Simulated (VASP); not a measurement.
# Li6ZnCl8 in VASP: a series of runs

Runs on Li6ZnCl8. Level: PBE. Tasks: single point.

Program: VASP 6.6.1. These are calculated values, not measurements. Logs are shortened: lines on timing, memory, paths and dates and some standing lists are left out, and cuts for length are marked.

## Step 1: The cell of the first run

The cell holds a disordered packing, 15 atoms: a = 6.791 Å, b = 6.935 Å, c = 6.909 Å, α = 88.88°, β = 84.89°, γ = 90.74°.

## Step 2: Single point, PBE

The input, INCAR:

```
SYSTEM = Li6ZnCl8
PREC = Accurate ; ENCUT = 520
EDIFF = 1E-6 ; ISMEAR = -1
SIGMA = 0.0552 ; LREAL = Auto
LASPH = .True. ; NELM = 80
ALGO = Normal ; ISIF = 2
LWAVE = .False. ; LCHARG = .True.
GGA = PE ; LELF = .True.
LVHAR = .True. ; NBANDS = 56
ISYM = 0
```

The input, KPOINTS:

```
regular mesh
0
Gamma
  1 1 1
  0 0 0
```

The input, POSCAR:

```
Li6ZnCl8
1.0
    6.7842910000     -0.0457590000      0.3057740000
   -0.0457590000      6.9340140000      0.0689130000
    0.3057740000      0.0689130000      6.9022230000
Zn Cl Li
1 8 6
Direct
    0.0241798857      0.5318743213      0.9497984004
    0.0773927795      0.0814641787      0.5024546960
    0.7804367840      0.4190311454      0.7892731124
    0.0324311108      0.8765746375      0.9368654159
    0.2472710943      0.5732891790      0.5201295077
    0.5091669060      0.9763057242      0.7311161697
    0.6127455636      0.0697322232      0.2383644923
    0.8013002618      0.5528196421      0.2636303918
    0.2804397597      0.3596900385      1.0127679870
   -0.0790349466      0.9334257404      0.2349961257
    0.1968302999      0.1081713352      0.7769391109
    0.9932282952      0.3973644432      0.4705573893
    0.7176705867      0.1011974818      0.9178693838
    0.4838577333      0.3790195253      0.2723020559
    0.3767017438      0.9194420902      0.4647043262
```

Potentials or basis: VASP PAW PBE potentials, release 64 (Zn, Cl, Li_sv).

Run with:

```sh
$ cat potpaw_PBE.64/Zn/POTCAR potpaw_PBE.64/Cl/POTCAR potpaw_PBE.64/Li_sv/POTCAR > POTCAR
$ mpirun -np 1 vasp_gam > vasp.out
```

OUTCAR:

```text
SYSTEM = Li6ZnCl8
   PREC = Accurate
   ENCUT = 520
   EDIFF = 1E-6
   ISMEAR = -1
   LREAL = Auto
   LASPH = .True.
   NELM = 80
   ISIF = 2
   GGA = PE
   ISYM = 0

 ion  position               nearest neighbor table
   1  0.024  0.532  0.950-   9 2.19   3 2.22   4 2.39   8 2.54
   2  0.077  0.081  0.502-  11 2.14  12 2.28  15 2.33  10 2.45
   3  0.780  0.419  0.789-   1 2.22  13 2.38  12 2.53
   4  0.032  0.877  0.937-  11 2.17  10 2.18   1 2.39
   5  0.247  0.573  0.520-  12 2.16  15 2.56
   6  0.509  0.976  0.731-  15 2.16  13 2.18  11 2.32
   7  0.613  0.070  0.238-  13 2.27  10 2.31  14 2.34  15 2.36
   8  0.801  0.553  0.264-  12 2.28  14 2.45   1 2.54
   9  0.280  0.360  0.013-   1 2.19  14 2.36  11 2.50
  10  0.921  0.933  0.235-   4 2.18   7 2.31   2 2.45
  11  0.197  0.108  0.777-   2 2.14   4 2.17   6 2.32   9 2.50
  12  0.993  0.397  0.471-   5 2.16   2 2.28   8 2.28   3 2.53
  13  0.718  0.101  0.918-   6 2.18   7 2.27   3 2.38
  14  0.484  0.379  0.272-   7 2.34   9 2.36   8 2.45
  15  0.377  0.919  0.465-   6 2.16   2 2.33   7 2.36   5 2.56

IMPORTANT INFORMATION: All symmetrisations will be switched off!
NOSYMM: (Re-)initialisation of all symmetry stuff for point group C_1.

----------------------------------------------------------------------------------------

                                     Primitive cell

  volume of cell :     324.0000

  direct lattice vectors                    reciprocal lattice vectors
     6.784291000 -0.045759000  0.305774000     0.147701732  0.001039848 -0.006553687
    -0.045759000  6.934014000  0.068913000     0.001039848  0.144238243 -0.001486166
     0.305774000  0.068913000  6.902223000    -0.006553687 -0.001486166  0.145186031

  length of vectors
     6.791332417  6.934507411  6.909336371     0.147850714  0.144249648  0.145341471

  position of ions in fractional coordinates (direct lattice)
     0.024179886  0.531874321  0.949798400
     0.077392780  0.081464179  0.502454696
     0.780436784  0.419031145  0.789273112
     0.032431111  0.876574637  0.936865416
     0.247271094  0.573289179  0.520129508
     0.509166906  0.976305724  0.731116170
     0.612745564  0.069732223  0.238364492
     0.801300262  0.552819642  0.263630392
     0.280439760  0.359690038  0.012767987
     0.920965053  0.933425740  0.234996126
     0.196830300  0.108171335  0.776939111
     0.993228295  0.397364443  0.470557389
     0.717670587  0.101197482  0.917869384
     0.483857733  0.379019525  0.272302056
     0.376701744  0.919442090  0.464704326

  ion indices of the primitive-cell ions
   primitive index   ion index
                 1           1
                 2           2
                 3           3
                 4           4
                 5           5
                 6           6
                 7           7
                 8           8
                 9           9
                10          10
                11          11
                12          12
                13          13
                14          14
                15          15

----------------------------------------------------------------------------------------

 KPOINTS: regular mesh

Automatic generation of k-mesh.
 Grid dimensions read from file:
 generate k-points for:    1    1    1

 Generating k-lattice:

  Cartesian coordinates                     Fractional coordinates (reciprocal lattice)
     0.147701732  0.001039848 -0.006553687     1.000000000  0.000000000 -0.000000000
     0.001039848  0.144238243 -0.001486166    -0.000000000  1.000000000  0.000000000
    -0.006553687 -0.001486166  0.145186031    -0.000000000  0.000000000  1.000000000

  Length of vectors
     0.147850714  0.144249648  0.145341471

  Shift w.r.t. Gamma in fractional coordinates (k-lattice)
     0.000000000  0.000000000  0.000000000

 Subroutine IBZKPT returns following result:
 ===========================================

 Found      1 irreducible k-points:

 Following reciprocal coordinates:
            Coordinates               Weight
  0.000000  0.000000  0.000000      1.000000
   k-points           NKPTS =      1   k-points in BZ     NKDIM =      1   number of bands    NBANDS=     56
   number of dos      NEDOS =    301   number of ions     NIONS =     15
   total plane-waves  NPLWV = 157464
   dimension x,y,z NGX =    54 NGY =   54 NGZ =   54
   dimension x,y,z NGXF=   108 NGYF=  108 NGZF=  108
   ions per type =               1   8   6
   NGX,Y,Z   is equivalent  to a cutoff of  13.22, 12.95, 12.99 a.u.
   NGXF,Y,Z  is equivalent  to a cutoff of  26.44, 25.89, 25.99 a.u.
 SYSTEM =  Li6ZnCl8
   PREC   = accura    normal or accurate (medium, high low for compatibility)
   ISTART =      0    job   : 0-new  1-cont  2-samecut
   ICHARG =      2    charge: 1-file 2-atom 10-const
   ISPIN  =      1    spin polarized calculation?
   LNONCOLLINEAR =      F non collinear calculations
   LSORBIT =      F    spin-orbit coupling
   LASPH  =      T    aspherical Exc in radial PAW
   ENCUT  =  520.0 eV  38.22 Ry    6.18 a.u.  12.63 12.89 12.85*2*pi/ulx,y,z
   NELM   =     80;   NELMIN=  2; NELMDL= -5     # of ELM steps
   EDIFF  = 0.1E-05   stopping-criterion for ELM
   LREAL  =      T    real-space projection
   EDIFFG = 0.1E-04   stopping-criterion for IOM
   NSW    =      0    number of steps for IOM
   IBRION =     -1    ionic relax: 0-MD 1-quasi-New 2-CG
   NFREE  =      0    steps in history (QN), initial steepest desc. (CG)
   ISIF   =      2    stress and relaxation
   ISYM   =      0    0-nonsym 1-usesym 2-fastsym
   POTIM  = 0.5000    time-step for ionic-motion
   TEBEG  =    0.0;   TEEND  =   0.0 temperature during run
   PSTRESS=    0.0 pullay stress
   NELECT =      86.0000    total number of electrons
   NUPDOWN=      -1.0000    fix difference up-down
   EMIN   =  10.00;   EMAX   =-10.00  energy-range for DOS
   EFERMI =   0.00;   METHOD = LEGACY
   ISMEAR =    -1;   SIGMA  =   0.06  broadening in eV -4-tet -1-fermi 0-gaus
   EFERMI_NEDOS =   21; number of points for ismear=-14 and -15
   IALGO  =     38    algorithm
   IMIX   =      4    mixing-type and parameters
     AMIX     =   0.40;   BMIX     =  1.00
     AMIX_MAG =   1.60;   BMIX_MAG =  1.00
  volume/ion in A,a.u.               =      21.60       145.76
  Fermi-wavevector in a.u.,A,eV,Ry     =   1.052106  1.988191 15.060644  1.106926
  Thomas-Fermi vector in A             =   2.187175
   LORBIT       =      0    0 simple, 1 ext, 2 COOP (PROOUT), +10 PAW based schemes
   GGA     = PE    functional components
   LHFCALC =     F    Hartree Fock is set to
   AEXX    =    0.0000 exact exchange contribution
   IVDW    =     0    specifies the selected vdW correction
   LEPSILON=     F    determine dielectric tensor
   LRPA    =     F    only Hartree local field effects (RPA)
 non-spin polarized calculation
  energy-cutoff  :      520.00
  volume of cell :      324.00
 maximum number of plane-waves:      4352
 NGX is ok and might be reduce to    50
   NGX = 25   NGY = 25   NGZ = 25

 number of electron      86.0000004 magnetization

 Free energy of the ion-electron system (eV)
  ---------------------------------------------------
  ext. energy  EPLUGINS =         0.00000000
  ---------------------------------------------------
  free energy    TOTEN  =       -50.47273204 eV

  energy without entropy =      -50.47273204  energy(sigma->0) =      -50.47273204

 E-fermi :   0.8917     XC(G=0):  -7.7410

 val. band max:       -0.5645131725   @ k =   0.0000   0.0000   0.0000
 cond. band min:       3.6521784607   @ k =   0.0000   0.0000   0.0000
 fundamental gap:      4.2166916332
 Fermi energy:         0.8917059431

 k-point     1 :       0.0000    0.0000    0.0000
  band No.  band energies     occupation
      1     -44.6673      2.00000
      2     -44.6257      2.00000
      3     -44.2408      2.00000
      4     -44.1962      2.00000
      5     -44.0228      2.00000
      6     -43.8114      2.00000
[... 47 lines left out ...]
     54       7.9524      0.00000
     55       8.0929      0.00000
 [bands above 55 left out]

------------------------ aborting loop because EDIFF is reached ----------------------------------------

  FORCE on cell =-STRESS in cart. coord.  units (eV):
  Direction    XX          YY          ZZ          XY          YZ          ZX
  --------------------------------------------------------------------------------------
  -------------------------------------------------------------------------------------
  Total        4.2443221      3.1919441      9.0521085      1.1540224     -0.3268173      1.9860537
  in kB       20.9881374     15.7841369     44.7626009      5.7066314     -1.6161087      9.8210192
  external PRESSURE =      27.1782918 kB  Pullay stress =       0.0000000 kB

 VOLUME and BASIS-vectors are now :
 -----------------------------------------------------------------------------
  energy-cutoff  :      520.00
  volume of cell :      324.00
      direct lattice vectors                 reciprocal lattice vectors
     6.784291000 -0.045759000  0.305774000     0.147701732  0.001039848 -0.006553687
    -0.045759000  6.934014000  0.068913000     0.001039848  0.144238243 -0.001486166
     0.305774000  0.068913000  6.902223000    -0.006553687 -0.001486166  0.145186031

 POSITION                                       TOTAL-FORCE (eV/Angst)
 -----------------------------------------------------------------------------------
      0.43013      3.75237      6.59977        -0.437476      0.593622      0.283278
      0.67497      0.59596      3.49733        -0.511520     -0.055963     -1.157251
      5.51688      2.92425      5.71525         0.048758     -0.354426     -0.330194
      0.46638      6.14126      6.53678        -0.391085     -0.671812      0.217728
      1.81037      3.99972      3.70517         0.876916      0.365784     -0.102603
      3.63322      6.79680      5.26930        -0.085187     -0.209746      0.178230
      4.22674      0.47191      1.83741        -0.023724      0.150034     -0.087287
      5.49157      3.81476      2.10275         0.189386      0.395740     -0.274632
      1.89003      2.48214      0.19867         0.038843     -0.240490      0.049788
      6.27724      6.44644      1.96793        -0.159569     -0.193941      0.881465
      1.56797      0.79460      5.43025         0.955032      0.442464      0.433722
      6.86405      2.74231      3.57898        -0.436631     -0.017075      0.084778
      5.14492      0.73212      6.56176        -0.009164     -0.004805     -0.184078
      3.34855      2.62475      2.05356        -0.003635      0.353289      0.285848
      2.65568      6.39021      3.38604        -0.050944     -0.552677     -0.278792
 -----------------------------------------------------------------------------------
    total drift:                               -0.001293      0.005344      0.000554

  FREE ENERGIE OF THE ION-ELECTRON SYSTEM (eV)
  ---------------------------------------------------
  free  energy   TOTEN  =       -50.4727320433 eV

  energy  without entropy=      -50.4727320433  energy(sigma->0) =      -50.47273204
```

Wall time 34 s (1 thread of AMD EPYC 7R43 (Zen 3), shared host); peak memory 0.32 GiB.

What came out:

```
Free energy   : -50.4727 eV
Largest force : 1.266 eV/Å
```

Forces in eV/Å, atoms in the order of the input:
```
Zn  -0.437  0.594  0.283
Cl  -0.512 -0.056 -1.157
Cl   0.049 -0.354 -0.330
Cl  -0.391 -0.672  0.218
Cl   0.877  0.366 -0.103
Cl  -0.085 -0.210  0.178
Cl  -0.024  0.150 -0.087
Cl   0.189  0.396 -0.275
Cl   0.039 -0.240  0.050
Li  -0.160 -0.194  0.881
Li   0.955  0.442  0.434
Li  -0.437 -0.017  0.085
Li  -0.009 -0.005 -0.184
Li  -0.004  0.353  0.286
Li  -0.051 -0.553 -0.279
```

Levels at points of the mesh, in eV from the Fermi level:
```tsv
k point	band 41	band 42	band 43	band 44	band 45	band 46
(0.00, 0.00, 0.00)	-1.77	-1.66	-1.46	2.76	4.81	5.47
```

Caveat: the k points lie up to 0.93 Å⁻¹ apart; the cutoff is under 1.25 times the usual one of these potentials, so pressure, stress and relaxed cells hold a basis-set (Pulay) error; the atoms stand as in a frame of molecular dynamics.

[end of part 1 of 2]
